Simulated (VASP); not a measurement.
# MoS2 in VASP: further runs

Runs on MoS2. Level: PBE+D3(BJ). Tasks: single point.

Program: VASP 6.6.1. These are calculated values, not measurements. Logs are shortened: lines on timing, memory, paths and dates and some standing lists are left out, and cuts for length are marked.

**1. The cell of the first run**

The cell holds a slab with vacuum, 3 atoms: a = 3.138 Å, b = 3.138 Å, c = 23.058 Å, α = 90.00°, β = 90.00°, γ = 120.00°.

**2. Single point, PBE+D3(BJ), collinear spin, ferromagnetic start**

Input file INCAR:

```
ALGO = Normal
DIPOL = 0.5 0.5 0.500
EDIFF = 1E-6
ENCUT = 520
GGA = PE
IDIPOL = 3
ISIF = 2
ISMEAR = 0
ISPIN = 2
IVDW = 12
LASPH = True
LCHARG = False
LDIPOL = True
LMAXMIX = 4
LORBIT = 11
LREAL = False
LWAVE = False
MAGMOM = 0 0 1
NBANDS = 24
NELM = 150
PREC = Accurate
SIGMA = 0.05
```

Input file KPOINTS:

```
k-points
0
Gamma
  12 12 1
```

Input file POSCAR:

```
MoS2
1.0
    3.1377604374      0.0000000029      0.0000000000
   -1.5688802212      2.7173802484      0.0000000000
    0.0000000000      0.0000000000     23.0575001466
S Mo
2 1
Direct
    0.0000000000      0.0000000000      0.4302713417
    0.3333333333      0.6666666667      0.5697286583
    0.6666666667      0.3333333333      0.5000000000
```

Potentials or basis: VASP PAW PBE potentials, release 64 (S, Mo_sv).

Launch:

```bash
cat potpaw_PBE.64/S/POTCAR potpaw_PBE.64/Mo_sv/POTCAR > POTCAR
mpirun -np 1 vasp_std > vasp.out
```

OUTCAR:

```text
EDIFF = 1E-6
   ENCUT = 520
   GGA = PE
   ISIF = 2
   ISMEAR = 0
   ISPIN = 2
   IVDW = 12
   LASPH = True
   LORBIT = 11
   LREAL = False
   NELM = 150
   PREC = Accurate
 IVDW          = 12

 ion  position               nearest neighbor table
   1  0.000  0.000  0.430-   3 2.42   3 2.42   3 2.42
   2  0.333  0.667  0.570-   3 2.42   3 2.42   3 2.42
   3  0.667  0.333  0.500-   1 2.42   2 2.42   2 2.42   1 2.42   1 2.42   2 2.42

  LATTYP: Found a hexagonal cell.
 ALAT       =     3.1377604374
 C/A-ratio  =     7.3483940558

  Lattice vectors:

 A1 = (   3.1377604374,   0.0000000029,   0.0000000000)
 A2 = (  -1.5688802212,   2.7173802484,   0.0000000000)
 A3 = (   0.0000000000,   0.0000000000,  23.0575001466)

Analysis of symmetry for initial positions (statically):
=====================================================================
 Subroutine PRICEL returns:
 Original cell was already a primitive cell.

 Routine SETGRP: Setting up the symmetry group for a
 hexagonal supercell.

 Subroutine GETGRP returns: Found 12 space group operations
 (whereof  6 operations were pure point group operations)
 out of a pool of 24 trial point group operations.

The static configuration has the point symmetry C_3v.
 The point group associated with its full space group is D_3d.

Analysis of symmetry for dynamics (positions and initial velocities):
=====================================================================
 Subroutine PRICEL returns:
 Original cell was already a primitive cell.

 Routine SETGRP: Setting up the symmetry group for a
 hexagonal supercell.

 Subroutine GETGRP returns: Found 12 space group operations
 (whereof  6 operations were pure point group operations)
 out of a pool of 24 trial point group operations.

The dynamic configuration has the point symmetry C_3v.
 The point group associated with its full space group is D_3d.

Analysis of structural, dynamic, and magnetic symmetry:
=====================================================================
 Subroutine PRICEL returns:
 Original cell was already a primitive cell.

 Routine SETGRP: Setting up the symmetry group for a
 hexagonal supercell.

 Subroutine GETGRP returns: Found 12 space group operations
 (whereof  6 operations were pure point group operations)
 out of a pool of 24 trial point group operations.

The overall configuration has the point symmetry C_3v.
 The point group associated with its full space group is D_3d.

[... 122 lines left out ...]
   IVDW    =    12    specifies the selected vdW correction
   LEPSILON=     F    determine dielectric tensor
   LRPA    =     F    only Hartree local field effects (RPA)
 spin polarized calculation
 Gauss-broadening in eV      SIGMA  =   0.05
  energy-cutoff  :      520.00
  volume of cell :      196.60
 maximum number of plane-waves:      5326
 NGX is ok and might be reduce to    24
   NGX = 11   NGY = 11   NGZ = 85

 number of electron      25.9999998 magnetization       0.0000284

 dipolmoment           0.000000      0.000000     -0.000000 electrons x Angstroem

 Free energy of the ion-electron system (eV)
  ---------------------------------------------------
  ext. energy  EPLUGINS =         0.00000000
  ---------------------------------------------------
  free energy    TOTEN  =       -20.99359816 eV

  energy without entropy =      -20.99050463  energy(sigma->0) =      -20.99205140

 E-fermi :  -1.5740     XC(G=0):  -3.3820

 val. band max:       -1.5784753577   @ k =   0.2500   0.2500   0.0000
 cond. band min:      -1.5504835048   @ k =   0.1667   0.1667   0.0000
 fundamental gap:      0.0279918528
 Fermi energy:        -1.5739879234

 spin component 1

 k-point     1 :       0.0000    0.0000    0.0000
  band No.  band energies     occupation
      1     -63.3521      1.00000
      2     -37.4264      1.00000
      3     -37.2980      1.00000
      4     -37.2980      1.00000
      5     -16.5293      1.00000
      6     -15.4172      1.00000
[... 502 lines left out ...]
     23       8.9555      0.00000
     24       9.5761      0.00000
 Fermi energy:        -1.5739879234

 spin component 2

 k-point     1 :       0.0000    0.0000    0.0000
  band No.  band energies     occupation
      1     -63.3521      1.00000
      2     -37.4264      1.00000
      3     -37.2980      1.00000
      4     -37.2980      1.00000
      5     -16.5293      1.00000
      6     -15.4172      1.00000
[... 502 lines left out ...]
     23       8.9577      0.00000
     24       9.5808      0.00000

------------------------ aborting loop because EDIFF is reached ----------------------------------------

 vacuum level on the upper side and lower side of the slab       (xc-potential included)        -0.035        -0.035

 Edisp (eV)   -0.96193

 E8    (eV) :    -0.4166

  FORCE on cell =-STRESS in cart. coord.  units (eV):
  Direction    XX          YY          ZZ          XY          YZ          ZX
  --------------------------------------------------------------------------------------
  -------------------------------------------------------------------------------------
  Total      -0.06022    -0.06022    -0.11106    -0.00000     0.00000     0.00000
  in kB      -0.49076    -0.49076    -0.90509    -0.00000     0.00000     0.00000
  external pressure =       -0.63 kB  Pullay stress =        0.00 kB

 VOLUME and BASIS-vectors are now :
 -----------------------------------------------------------------------------
  energy-cutoff  :      520.00
  volume of cell :      196.60
      direct lattice vectors                 reciprocal lattice vectors
     3.137760437  0.000000003  0.000000000     0.318698645  0.184000749  0.000000000
    -1.568880221  2.717380248  0.000000000    -0.000000000  0.368001497  0.000000000
     0.000000000  0.000000000 23.057500147     0.000000000  0.000000000  0.043369836

 POSITION                                       TOTAL-FORCE (eV/Angst)
 -----------------------------------------------------------------------------------
      0.00000      0.00000      9.92098         0.000000     -0.000000      0.026680
     -0.00000      1.81159     13.13652        -0.000000      0.000000     -0.026680
      1.56888      0.90579     11.52875         0.000000      0.000000      0.000000
 -----------------------------------------------------------------------------------
    total drift:                               -0.000000      0.000000      0.000000

  FREE ENERGIE OF THE ION-ELECTRON SYSTEM (eV)
  ---------------------------------------------------
  free  energy   TOTEN  =       -21.9555239974 eV

  energy  without entropy=      -21.9524304700  energy(sigma->0) =      -21.95397723

 vacuum level on the upper side and lower side of the slab         3.449         3.449

 total charge

# of ion       s       p       d       tot
------------------------------------------
    1        1.367   2.320   0.000   3.687
    2        1.367   2.320   0.000   3.687
    3        2.290   6.218   3.916  12.424
--------------------------------------------------
tot          5.024  10.857   3.916  19.797

 magnetization (x)

# of ion       s       p       d       tot
------------------------------------------
    1        0.000  -0.000   0.000  -0.000
    2        0.000  -0.000   0.000  -0.000
    3       -0.000   0.000   0.000   0.000
--------------------------------------------------
tot         -0.000  -0.000   0.000   0.000
```

Wall time 5 min (1 thread of Intel Xeon Platinum 8259CL at 2.50GHz (Skylake/Cascade Lake), shared host); peak memory 0.47 GiB.

What came out:

| Item | Value |
| --- | --- |
| Free energy | -21.9555 eV |
| Largest force | 0.027 eV/Å |
| Band gap on the k mesh | zero (filled and empty bands overlap) |
| Net moment | 0.00 μB per cell |
| Valence electrons inside the program's atomic spheres | S 3.69; Mo 12.42 |
| Dispersion energy per atom | -0.321 eV |

Forces in eV/Å, atoms in the order of the input:
```
S    0.000  0.000  0.027
S    0.000  0.000 -0.027
Mo   0.000  0.000  0.000
```

Levels at points of the mesh, in eV from the Fermi level:
Spin up:
| k point | band 9 | band 10 | band 11 | band 12 | band 13 | band 14 | band 15 | band 16 | band 17 | band 18 |
| --- | --- | --- | --- | --- | --- | --- | --- | --- | --- | --- |
| (0.00, 0.00, 0.00) | -3.71 | -3.12 | -1.14 | -0.85 | -0.85 | -0.06 | -0.06 | 3.23 | 3.23 | 4.53 |
| (0.50, 0.00, 0.00) | -4.97 | -3.96 | -2.86 | -2.25 | -1.49 | 1.28 | 1.88 | 3.39 | 4.32 | 4.95 |
Spin down:
```tsv
k point	band 9	band 10	band 11	band 12	band 13	band 14	band 15	band 16	band 17	band 18
(0.00, 0.00, 0.00)	-3.71	-3.12	-1.14	-0.85	-0.85	-0.06	-0.06	3.23	3.23	4.54
(0.50, 0.00, 0.00)	-4.97	-3.96	-2.86	-2.25	-1.49	1.28	1.88	3.39	4.32	4.95
```

**3. Single point, PBE+D3(BJ), collinear spin, ferromagnetic start**

This run uses another cell than the first one, of 66.93 Å³/atom, 1.021 times its volume.

Input file INCAR:

```
SYSTEM = MoS2
PREC     = Accurate       ! precision mode
ENCUT    = 520            ! plane-wave cutoff, eV
EDIFF    = 1E-6           ! SCF threshold, eV
ISMEAR   = 0              ! smearing method
SIGMA    = 0.05           ! smearing width, eV
LREAL    = .FALSE.        ! projectors in reciprocal space
LASPH    = .TRUE.         ! aspherical terms in the spheres
NELM     = 150            ! most SCF steps
ALGO     = Normal         ! electronic algorithm
ISIF     = 2              ! what is computed and relaxed
LWAVE    = .FALSE.        ! write WAVECAR
LCHARG   = .TRUE.         ! write CHGCAR
ISPIN    = 2              ! spin polarisation
MAGMOM   = 0 0 1          ! initial moments
LORBIT   = 11             ! projections on sites
LMAXMIX  = 4              ! l up to which the mixer works
LDIPOL   = .TRUE.       
IDIPOL   = 3            
DIPOL    = 0.5 0.5 0.500
GGA      = PE             ! functional
IVDW     = 12             ! dispersion correction
LELF     = .TRUE.         ! ELF
LVHAR    = .TRUE.       
LVACPOTAV= .TRUE.       
NBANDS   = 24             ! bands
```

Input file KPOINTS:

```
Automatic mesh
0
G
  12 12 1
  0 0 0
```

Input file POSCAR:

```
MoS2
1.0
    3.1710014900      0.0000000000      0.0000000000
   -1.5855007500      2.7461678500      0.0000000000
    0.0000000000      0.0000000000     23.0575001466
S Mo
2 1
Direct
    0.0000000000      0.0000000000      0.4336983600
    0.3333333300      0.6666666700      0.5663016400
    0.6666666700      0.3333333300      0.5000000000
```

Potentials or basis: VASP PAW PBE potentials, release 64 (S, Mo_sv).

Launch:

```bash
cat potpaw_PBE.64/S/POTCAR potpaw_PBE.64/Mo_sv/POTCAR > POTCAR
mpirun -np 1 vasp_std > vasp.out
```

Wall time 4.7 min (1 thread of Intel Xeon Platinum 8259CL at 2.50GHz (Skylake/Cascade Lake), shared host); peak memory 0.47 GiB.

The run converged. Its results:

* Free energy: -21.8935 eV
* Largest force: 0.965 eV/Å
* Band gap on the k mesh: zero (filled and empty bands overlap)
* Net moment: 0.00 μB per cell
* Valence electrons inside the program's atomic spheres: S 3.71; Mo 12.50
* Dispersion energy per atom: -0.319 eV

Forces in eV/Å, atoms in the order of the input:
```
S    0.000  0.000 -0.965
S    0.000  0.000  0.965
Mo   0.000  0.000  0.000
```

Levels at points of the mesh, in eV from the Fermi level:
Spin up:
```tsv
k point	band 10	band 11	band 12	band 13	band 14	band 15	band 16	band 17
(0.00, 0.00, 0.00)	-2.98	-1.05	-1.05	-0.79	-0.33	-0.33	3.43	3.43
(0.50, 0.00, 0.00)	-4.33	-2.90	-2.08	-1.73	1.02	1.84	3.63	4.51
```
Spin down:
| k point | band 11 | band 12 | band 13 | band 14 | band 15 | band 16 |
| --- | --- | --- | --- | --- | --- | --- |
| (0.00, 0.00, 0.00) | -1.05 | -1.05 | -0.79 | -0.33 | -0.33 | 3.43 |
| (0.50, 0.00, 0.00) | -2.90 | -2.08 | -1.73 | 1.02 | 1.84 | 3.63 |
